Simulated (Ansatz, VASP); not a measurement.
**Y: VASP beside Ansatz**

Contents of INCAR:

```
SYSTEM = Y
PREC = Accurate ; ENCUT = 520
EDIFF = 1E-6 ; ISMEAR = -1
SIGMA = 0.08 ; LREAL = .False.
LASPH = .True. ; NELM = 100
ALGO = Normal ; ISIF = 2
LWAVE = .False. ; LCHARG = .True.
GGA = PE ; LELF = .True.
LVHAR = .True. ; NBANDS = 24
```

The input KPOINTS:

```
Automatic mesh
0
Gamma
  6 6 9
  0 0 0
```

File POSCAR:

```
Y
1.0
    5.6478771926      0.0000000000      0.0000000000
   -2.8239385963      4.8912051262      0.0000000000
    0.0000000000      0.0000000000      3.5285048655
Y
3
Direct
    0.0000000000      0.0000000000      0.0000000000
    0.3333333333      0.6666666667      0.5000000000
    0.6666666667      0.3333333333      0.5000000000
```

Input for Ansatz:

```yaml
crystal:
  lattice:
    - [5.6478771926, 0.0, 0.0]
    - [-2.8239385963, 4.8912051262, 0.0]
    - [0.0, 0.0, 3.5285048655]
  atoms:
    - { symbol: "Y", position: [0.0, 0.0, 0.0] }
    - { symbol: "Y", position: [0.3333333333, 0.6666666667, 0.5] }
    - { symbol: "Y", position: [0.6666666667, 0.3333333333, 0.5] }
kpoints:
  mp_grid: { grid: [6, 6, 9] }
  band_path:
    path:
      - [0.0, 0.0, 0.0]
      - [0.5, 0.0, 0.0]
      - [0.3333333333, 0.3333333333, 0.0]
      - [0.0, 0.0, 0.0]
      - [0.0, 0.0, 0.5]
      - [0.5, 0.0, 0.5]
      - [0.3333333333, 0.3333333333, 0.5]
      - [0.0, 0.0, 0.5]
      - [0.5, 0.0, 0.5]
    npoints: 14
scf:
  occupations: { method: fermi_dirac, width: 0.08 }
hamiltonian:
  xc: pbe
  pseudopotentials: { kind: all_electron, lapw: { basis_error: 0.001 } }
output:
  forces: true
  stress: true
  eigenvalues: true
  populations: true
  dos: { projected: true, de: 0.2, e_range: [-14, 8] }
```

Alike in both runs: task single point; functional PBE; k mesh 6 × 6 × 9; occupations fermi-dirac, width 0.08 eV; no spin polarisation.

|  | VASP | Ansatz |
| --- | --- | --- |
| version | VASP 6.6.1 | Ansatz 0.2.0 |
| potentials or method | VASP PAW PBE potentials, release 64 (Y_sv), cutoff 520 eV | all-electron LAPW, scalar-relativistic |

```tsv
	VASP	Ansatz	Ansatz less VASP
pressure (GPa)	-0.1	0.0	+0.10
```

Ansatz ran all-electron here, and VASP with PAW potentials.
